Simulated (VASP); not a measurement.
Write the native input for VASP 6.6.1 that does the following.

* Task: single point
* Functional: HF
* Potentials or basis: VASP PAW PBE potentials, release 64 (Be, S)
* Cutoff: 400 eV
* k mesh: 2 × 2 × 2, shifted
* Occupations: fermi-dirac, width 0.05 eV
* Spin: collinear spin
* Starting moments: [0.5, 0.5, 0.5, 0.5, 0.5, 0.5, 0.5, 0.5, 0.5, 0.5, 0.5, 0.5, 0.5, 0.5, 0.5, 0.5] μB
* Dipole correction: no
* Grid for exact exchange (PRECFOCK): Fast
* Further INCAR settings: LREAL = Auto; ALGO = Normal; EDIFF = 1e-06; NBANDS = 48; ISYM = -1
* Share of exact exchange: 1

The system is Be9S7 (a cell with a defect).

```
Be S
1.0
     0.00000    4.83800    4.83800
     4.83800    0.00000    4.83800
     4.83800    4.83800    0.00000
Be S
9 7
Direct
  0.99980 0.00508 0.01659
  0.48519 0.48763 0.50518
  0.62207 0.62498 0.63775
  0.01592 0.99506 0.49669
  0.50511 0.49763 0.00685
  0.99197 0.48762 0.03787
  0.49564 0.99711 0.50791
  0.50318 0.97183 0.00968
  0.98821 0.48674 0.51822
  0.11731 0.12717 0.12926
  0.12754 0.11517 0.62465
  0.63011 0.62959 0.12165
  0.14586 0.60260 0.11356
  0.62445 0.11787 0.61730
  0.61182 0.12729 0.12967
  0.11963 0.62768 0.62160
```

The input as run:

POSCAR

```
Be9S7
1.0
    0.0000000000      4.8379960000      4.8379960000
    4.8379960000      0.0000000000      4.8379960000
    4.8379960000      4.8379960000      0.0000000000
Be S
9 7
Direct
    0.9997990000      0.0050810000      0.0165920000
    0.4851920000      0.4876270000      0.5051800000
    0.6220690000      0.6249790000      0.6377540000
    0.0159190000      0.9950650000      0.4966860000
    0.5051150000      0.4976340000      0.0068460000
    0.9919660000      0.4876250000      0.0378710000
    0.4956400000      0.9971090000      0.5079110000
    0.5031790000      0.9718290000      0.0096810000
    0.9882090000      0.4867450000      0.5182220000
    0.1173130000      0.1271700000      0.1292550000
    0.1275380000      0.1151700000      0.6246530000
    0.6301140000      0.6295880000      0.1216450000
    0.1458610000      0.6026010000      0.1135650000
    0.6244520000      0.1178720000      0.6172960000
    0.6118160000      0.1272930000      0.1296730000
    0.1196260000      0.6276790000      0.6216000000
```

INCAR.step1

```
  PREC = Accurate
  ENCUT = 400
  EDIFF = 1E-5
  ISMEAR = -1
  SIGMA = 0.05
  LREAL = Auto
  LASPH = True
  NELM = 200
  ALGO = Normal
  ISIF = 2
  LWAVE = True
  LCHARG = False
  ISPIN = 2
  MAGMOM = 0.5 0.5 0.5 0.5 0.5 0.5 0.5 0.5 0.5 0.5 0.5 0.5 0.5 0.5 0.5 0.5
  LORBIT = 11
  GGA = PE
  NBANDS = 48
  GGA_COMPAT = False
  ISYM = -1
  KPAR = 1
```

INCAR.step2

```
  PREC = Accurate
  ENCUT = 400
  EDIFF = 1E-6
  ISMEAR = -1
  SIGMA = 0.05
  LREAL = Auto
  LASPH = True
  NELM = 200
  ALGO = Normal
  ISIF = 2
  LWAVE = False
  LCHARG = False
  ISPIN = 2
  MAGMOM = 0.5 0.5 0.5 0.5 0.5 0.5 0.5 0.5 0.5 0.5 0.5 0.5 0.5 0.5 0.5 0.5
  LORBIT = 11
  GGA = PE
  LHFCALC = True
  AEXX = 1.0
  ALDAC = 0.0
  AGGAC = 0.0
  PRECFOCK = Fast
  ISTART = 1
  NBANDS = 48
  GGA_COMPAT = False
  ISYM = -1
  KPAR = 1
```

KPOINTS

```
explicit points
8
Reciprocal
  0.25000000   0.25000000   0.25000000 1
  0.25000000   0.25000000   0.75000000 1
  0.25000000   0.75000000   0.25000000 1
  0.25000000   0.75000000   0.75000000 1
  0.75000000   0.25000000   0.25000000 1
  0.75000000   0.25000000   0.75000000 1
  0.75000000   0.75000000   0.25000000 1
  0.75000000   0.75000000   0.75000000 1
```

Potentials or basis: VASP PAW PBE potentials, release 64 (Be, S).

The run is started by

```bash
$ cat potpaw_PBE.64/Be/POTCAR potpaw_PBE.64/S/POTCAR > POTCAR
$ cp INCAR.step1 INCAR
$ mpirun -np 4 vasp_std > vasp.out
$ cp INCAR.step2 INCAR
$ mpirun -np 4 vasp_std > vasp.out
```

It gave:

| Quantity | Value |
| --- | --- |
| Pressure | 8.3 GPa |
| Largest force | 2.812 eV/Å |
| Net moment | 0.50 μB per cell |
| Site moments | Be -0.00, +0.17, +0.09, +0.00, -0.20, +0.19, -0.04 (each value once); S -0.00, -0.03, -0.01, +0.01, +0.00 (each value once) μB |
| Valence electrons inside the program's atomic spheres | Be 0.97, 1.02, 1.10, 1.08, 1.11, 1.05, 1.00 (each value once); S 3.95, 3.90, 3.87, 3.89 (each value once) |

Caveat: the PAW data sets were made with another functional, which shifts forces and pressure a little.

Wall time 91 min on 4 MPI ranks on Intel(R) Xeon(R) Platinum 8259CL CPU @ 2.50GHz (Skylake/Cascade Lake), on a shared host, peak memory 0.25 GiB a rank.
